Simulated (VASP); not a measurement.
# Al2Cu in VASP: a series of runs, part 2 of 2

VASP 6.6.1. The steps go on from the part before.

## Step 3: Single point, PBE (atoms displaced along several vibrational modes)

Input file INCAR:

```
SYSTEM = Al2Cu
PREC = Accurate ; ENCUT = 520
EDIFF = 1E-7 ; ISMEAR = 0
SIGMA = 0.15 ; LREAL = .False.
LASPH = .True. ; NELM = 80
ALGO = Fast ; ISIF = 2
LWAVE = .False. ; LCHARG = .False.
GGA = PE ; NBANDS = 16
```

Input file KPOINTS:

```
regular mesh
0
Gamma
  14 14 14
  0 0 0
```

Input file POSCAR:

```
Al2Cu
1.0
   -2.0446004822      2.0446004822      2.8914013846
    2.0446004822     -2.0446004822      2.8914013846
    2.0446004822      2.0446004822     -2.8914013846
Al Cu
2 1
Direct
    0.7435500644      0.2435500644      0.4871001288
    0.2435500644      0.7435500644      0.4871001288
    0.5054772664      0.5054772664      0.0109545328
```

Potentials or basis: VASP PAW PBE potentials, release 64 (Al, Cu).

Run with:

```
$ cat potpaw_PBE.64/Al/POTCAR potpaw_PBE.64/Cu/POTCAR > POTCAR
$ mpirun -np 1 vasp_std > vasp.out
```

OUTCAR:

```text
SYSTEM = Al2Cu
   PREC = Accurate
   ENCUT = 520
   EDIFF = 1E-7
   ISMEAR = 0
   LREAL = .False.
   LASPH = .True.
   NELM = 80
   ISIF = 2
   GGA = PE

 ion  position               nearest neighbor table
   1  0.744  0.244  0.487-   3 2.46   3 2.46   3 2.54   3 2.54   2 2.89   2 2.89   2 2.89   2 2.89
                             2 2.89   2 2.89
   2  0.244  0.744  0.487-   3 2.46   3 2.46   3 2.54   3 2.54   1 2.89   1 2.89   1 2.89   1 2.89
                             1 2.89   1 2.89
   3  0.505  0.505  0.011-   2 2.46   1 2.46   1 2.46   2 2.46   1 2.54   2 2.54   2 2.54   1 2.54

  LATTYP: Found a body centered tetragonal cell.
 ALAT       =     4.0892009644
 C/A-ratio  =     1.4141644834

  Lattice vectors:

 A1 = (  -2.0446004822,   2.0446004822,   2.8914013846)
 A2 = (   2.0446004822,  -2.0446004822,   2.8914013846)
 A3 = (   2.0446004822,   2.0446004822,  -2.8914013846)

Analysis of symmetry for initial positions (statically):
=====================================================================
 Subroutine PRICEL returns:
 Original cell was already a primitive cell.

 Routine SETGRP: Setting up the symmetry group for a
 body centered tetragonal supercell.

 Subroutine GETGRP returns: Found  4 space group operations
 (whereof  4 operations were pure point group operations)
 out of a pool of 16 trial point group operations.

The static configuration has the point symmetry C_2v.

Analysis of symmetry for dynamics (positions and initial velocities):
=====================================================================
 Subroutine PRICEL returns:
 Original cell was already a primitive cell.

 Routine SETGRP: Setting up the symmetry group for a
 body centered tetragonal supercell.

 Subroutine GETGRP returns: Found  4 space group operations
 (whereof  4 operations were pure point group operations)
 out of a pool of 16 trial point group operations.

The dynamic configuration has the point symmetry C_2v.

[... 114 lines left out ...]
   EFERMI =   0.00;   METHOD = LEGACY
   ISMEAR =     0;   SIGMA  =   0.15  broadening in eV -4-tet -1-fermi 0-gaus
   EFERMI_NEDOS =   21; number of points for ismear=-14 and -15
   IALGO  =     68    algorithm
   IMIX   =      4    mixing-type and parameters
     AMIX     =   0.40;   BMIX     =  1.00
     AMIX_MAG =   1.60;   BMIX_MAG =  1.00
  volume/ion in A,a.u.               =      16.12       108.76
  Fermi-wavevector in a.u.,A,eV,Ry     =   1.155481  2.183542 18.165624  1.335136
  Thomas-Fermi vector in A             =   2.292109
   LORBIT       =      0    0 simple, 1 ext, 2 COOP (PROOUT), +10 PAW based schemes
   GGA     = PE    functional components
   LHFCALC =     F    Hartree Fock is set to
   AEXX    =    0.0000 exact exchange contribution
   IVDW    =     0    specifies the selected vdW correction
   LEPSILON=     F    determine dielectric tensor
   LRPA    =     F    only Hartree local field effects (RPA)
 non-spin polarized calculation
 RMM-DIIS sequential band-by-band and
 Gauss-broadening in eV      SIGMA  =   0.15
  energy-cutoff  :      520.00
  volume of cell :       48.35
 maximum number of plane-waves:      1323
   NGX = 15   NGY = 15   NGZ = 15

 number of electron      17.0000002 magnetization

 Free energy of the ion-electron system (eV)
  ---------------------------------------------------
  ext. energy  EPLUGINS =         0.00000000
  ---------------------------------------------------
  free energy    TOTEN  =       -11.73547812 eV

  energy without entropy =      -11.72475876  energy(sigma->0) =      -11.73011844

 E-fermi :   6.9041     XC(G=0): -10.4054

 val. band max:        6.8945901816   @ k =  -0.2857   0.1429   0.0000
 cond. band min:       6.9164524651   @ k =   0.1429   0.0000   0.0000
 fundamental gap:      0.0218622835
 Fermi energy:         6.9040829733

 k-point     1 :       0.0000    0.0000    0.0000
  band No.  band energies     occupation
      1      -3.2210      2.00000
      2       2.3925      2.00000
      3       2.3977      2.00000
      4       2.3978      2.00000
      5       2.9416      2.00000
      6       2.9451      2.00000
[... 433 lines left out ...]
      3       2.5297      2.00000
      4       2.5455      2.00000
      5       2.9642      2.00000
      6       3.0030      2.00000
[... 8 lines left out ...]
     15      16.1235      0.00000
     16      17.3472      0.00000

 [... further k-points ...]
[... 5 lines left out ...]
  --------------------------------------------------------------------------------------
  -------------------------------------------------------------------------------------
  Total        0.0779114      0.0779114      0.1042627     -0.0254620      0.0000000      0.0000000
  in kB        2.5818229      2.5818229      3.4550509     -0.8437583      0.0000000      0.0000000
  external PRESSURE =       2.8728989 kB  Pullay stress =       0.0000000 kB

 VOLUME and BASIS-vectors are now :
 -----------------------------------------------------------------------------
  energy-cutoff  :      520.00
  volume of cell :       48.35
      direct lattice vectors                 reciprocal lattice vectors
    -2.044600482  2.044600482  2.891401385     0.000000000  0.244546553  0.172926527
     2.044600482 -2.044600482  2.891401385     0.244546553  0.000000000  0.172926527
     2.044600482  2.044600482 -2.891401385     0.244546553  0.244546553  0.000000000

 POSITION                                       TOTAL-FORCE (eV/Angst)
 -----------------------------------------------------------------------------------
     -0.02638      2.01823      1.44570         0.170602      0.170602      0.000000
      2.01823     -0.02638      1.44570         0.170602      0.170602      0.000000
      0.02240      0.02240      2.89140        -0.341205     -0.341205      0.000000
 -----------------------------------------------------------------------------------
    total drift:                                0.000240      0.000240      0.000004

  FREE ENERGIE OF THE ION-ELECTRON SYSTEM (eV)
  ---------------------------------------------------
  free  energy   TOTEN  =       -11.7354781171 eV

  energy  without entropy=      -11.7247587578  energy(sigma->0) =      -11.73011844
```

stdout:

```text
POSCAR found type information on POSCAR AlCu
 POSCAR found :  2 types and       3 ions
 scaLAPACK will be used
 LDA part: xc-table for (Slater+PW92), standard interpolation
 POSCAR, INCAR and KPOINTS ok, starting setup
 FFT: planning ... GRIDC
 FFT: planning ... GRID_SOFT
 FFT: planning ... GRID
 WAVECAR not read
 entering main loop
WARNING in EDDRMM: call to ZHEGV failed, returncode =   8  4     14
WARNING in EDDRMM: call to ZHEGV failed, returncode =   8  4     15
```

Run time: 13 min. Hardware: 1 thread of Intel Xeon 8259CL, shared host; peak memory 0.43 GiB.

Results:

```yaml
Free_energy: -11.7355 eV
Pressure: 0.3 GPa
Largest_force: 0.483 eV/Å
Band_gap_on_the_k_mesh: zero (an odd number of electrons rules out a gap without spin polarisation)
```

Forces in eV/Å, atoms in the order of the input:
```
Al   0.171  0.171  0.000
Al   0.171  0.171  0.000
Cu  -0.341 -0.341  0.000
```

Stress tensor (GPa, compression positive):
```
 0.26 -0.08  0.00
-0.08  0.26  0.00
 0.00  0.00  0.35
```

Caveat: the cell differs from its parent crystal (atoms displaced along several vibrational modes).

The gap in the log of VASP goes by the Fermi energy; the results here count the filled bands.